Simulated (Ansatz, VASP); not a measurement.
# One calculation of SiO2, two programs

Contents of INCAR:

```
SYSTEM = SiO2
PREC = Accurate
ENCUT = 520
EDIFF = 1E-7
ISMEAR = 0
SIGMA = 0.05
LREAL = .False.
LASPH = .True.
NELM = 100
ALGO = Normal
ISIF = 2
LWAVE = .False.
LCHARG = .True.
LELF = .True.
LVHAR = .True.
NBANDS = 25
```

KPOINTS

```
Automatic mesh
0
Gamma
  6 6 8
  0 0 0
```

Contents of POSCAR:

```
SiO2
1.0
    4.0554000000      0.0000000000      0.0000000000
    0.0000000000      4.0554000000      0.0000000000
    0.0000000000      0.0000000000      2.7252000000
Si O
2 4
Direct
    0.5000000000      0.5000000000      0.5000000000
    0.0000000000      0.0000000000      0.0000000000
    0.6944252994      0.6944252994      0.0000000000
    0.1944252994      0.8055747006      0.5000000000
    0.3055747006      0.3055747006      0.0000000000
    0.8055747006      0.1944252994      0.5000000000
```

Input for Ansatz:

```yaml
crystal:
  lattice:
    - [4.0554, 0.0, 0.0]
    - [0.0, 4.0554, 0.0]
    - [0.0, 0.0, 2.7252]
  atoms:
    - { symbol: Si, position: [0.5, 0.5, 0.5] }
    - { symbol: Si, position: [0.0, 0.0, 0.0] }
    - { symbol: O, position: [0.6944252994, 0.6944252994, 0.0] }
    - { symbol: O, position: [0.1944252994, 0.8055747006, 0.5] }
    - { symbol: O, position: [0.3055747006, 0.3055747006, 0.0] }
    - { symbol: O, position: [0.8055747006, 0.1944252994, 0.5] }
basis:
  ecutwfc: 520.0
kpoints:
  mp_grid: { grid: [6, 6, 8] }
hamiltonian:
  xc: lda
  pseudopotentials: { kind: paw, azcp: { folder: soft_1 } }
scf:
  occupations: { method: gaussian, width: 0.05 }
output:
  forces: true
  stress: true
  eigenvalues: true
  write_density: true
  write_potential: true
  elf: true
  volumetric_format: npy
```

Alike in both runs: task single point; functional LDA; k mesh 6 × 6 × 8; occupations gaussian, width 0.05 eV; no spin polarisation.

|  | VASP | Ansatz |
| --- | --- | --- |
| version | VASP 6.6.1 | Ansatz 0.2.0 |
| potentials or method | VASP PAW LDA potentials, release 64 (Si, O), cutoff 520 eV | scalar-relativistic, plane waves, PAW |
| valence electrons in the cell | 32 | 32 |

```tsv
	VASP	Ansatz	Ansatz less VASP
gap on the k mesh at the Fermi level (eV)	5.84	5.89	+0.046
least direct gap on the mesh (eV)	5.84	5.89	+0.046
pressure (GPa)	8.2	7.1	-1.12
traceless stress, the component that is largest in VASP (GPa)	-13.86	-14.32	-0.455
rms of the force components (eV/Å)	0.179	0.173	-0.0064
```

Ansatz warns that its potentials were made for another functional, while VASP's fit it. LDA's correlation is that of Perdew and Zunger in VASP and of Perdew and Wang (1992) in Ansatz. Atom by atom the forces differ by 0.006 eV/Å (rms over components).
